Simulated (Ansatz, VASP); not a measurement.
ZnFe: VASP beside Ansatz

INCAR

```
SYSTEM = ZnFe
PREC = Accurate
ENCUT = 520
EDIFF = 1E-6
ISMEAR = -1
SIGMA = 0.05
LREAL = .False.
LASPH = .True.
NELM = 150
ALGO = Normal
ISIF = 2
LWAVE = .False.
LCHARG = .False.
ISPIN = 2
MAGMOM = 0 0 2 -2
LORBIT = 11
LMAXMIX = 4
GGA = CA
NBANDS = 32
```

KPOINTS

```
regular mesh
0
Gamma
  7 12 7
  0 0 0
```

Contents of POSCAR:

```
ZnFe
1.0
    0.0000000000      2.5416021500      3.8701513400
    2.5416021500      0.0000000000      0.0000000000
    0.0000000000      2.5416021500     -3.8701513400
Zn Fe
2 2
Direct
    0.5000000000      0.5000000000      0.0000000000
    0.0000000000      0.5000000000      0.5000000000
    0.0000000000      0.0000000000      0.0000000000
    0.5000000000      0.0000000000      0.5000000000
```

Input for Ansatz:

```yaml
crystal:
  lattice:
    - [0.0, 2.54160215, 3.87015134]
    - [2.54160215, 0.0, 0.0]
    - [0.0, 2.54160215, -3.87015134]
  atoms:
    - { symbol: Zn, position: [0.5, 0.5, 0.0] }
    - { symbol: Zn, position: [0.0, 0.5, 0.5] }
    - { symbol: Fe, position: [0.0, 0.0, 0.0], spin: 2.0 }
    - { symbol: Fe, position: [0.5, 0.0, 0.5], spin: -2.0 }
magnetization:
  spin_polarized: true
kpoints:
  mp_grid: { grid: [7, 12, 7] }
scf:
  occupations: { method: fermi_dirac, width: 0.05 }
  lower_state_search: "off"
hamiltonian:
  xc: lda
  pseudopotentials: { kind: paw }
output:
  eigenvalues: false
  eigenstates:
    nscf_kmesh: { grid: [7, 12, 7] }
    top_band: c43
    exchange_couplings: { magnetic: [{ species: Fe }] }
```

Alike in both runs: task single point; functional LDA; k mesh 7 × 12 × 7; occupations fermi-dirac, width 0.05 eV; collinear spin.

```csv
,VASP,Ansatz
version,VASP 6.6.1,Ansatz 0.2.0
potentials or method,"VASP PAW LDA potentials, release 64 (Zn, Fe)","PAW with Ansatz's default frozen-core files, scalar-relativistic"
plane-wave cutoff (eV),520,420
valence electrons in the cell,40,56
```

|  | VASP | Ansatz | Ansatz less VASP |
| --- | --- | --- | --- |
| net moment per atom (μB) | 0.00 | 0.00 | 0.000 |
| size of the moment on the site where the two differ most (μB) | 1.89 | 1.97 | +0.078 |

LDA's correlation is that of Perdew and Zunger in VASP and of Perdew and Wang (1992) in Ansatz. Site moments also hang on the region over which each program counts them. VASP's potentials hold 40 valence electrons a cell and Ansatz's 56, so a difference there can come from the potentials and not from the codes.
